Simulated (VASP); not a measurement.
A run of VASP 6.6.1 is set up as follows.

Contents of INCAR:

```
SYSTEM = Mg
PREC     = Accurate       ! precision mode
ENCUT    = 520            ! plane-wave cutoff, eV
EDIFF    = 1E-6           ! SCF threshold, eV
ISMEAR   = -1             ! smearing method
SIGMA    = 0.1            ! smearing width, eV
LREAL    = .FALSE.        ! projectors in reciprocal space
LASPH    = .TRUE.         ! aspherical terms in the spheres
NELM     = 60             ! most SCF steps
ALGO     = Normal         ! electronic algorithm
ISIF     = 2              ! what is computed and relaxed
LWAVE    = .FALSE.        ! write WAVECAR
LCHARG   = .FALSE.        ! write CHGCAR
GGA      = PE             ! functional
NBANDS   = 9              ! bands
```

The input KPOINTS:

```
Automatic mesh
0
G
  15 15 8
  0 0 0
```

File POSCAR:

```
Mg
1.0
    3.0264262401      0.0000000000      0.0000000000
   -1.5132131201      2.6209620066      0.0000000000
    0.0000000000      0.0000000000      4.8605390216
Mg
2
Direct
    0.3333333333      0.6666666667      0.2500000000
    0.6666666667      0.3333333333      0.7500000000
```

Potentials or basis: VASP PAW PBE potentials, release 64 (Mg).

Run with:

```console
$ cat potpaw_PBE.64/Mg/POTCAR > POTCAR
$ mpirun -np 1 vasp_std > vasp.out
```

Q: What does it give for the band gap on the k mesh?

A: Zero (band 2 reaches 4.54 eV, above the bottom of band 3 at 2.49 eV).

Q: What does it give for the pressure?

A: 8.8 GPa.
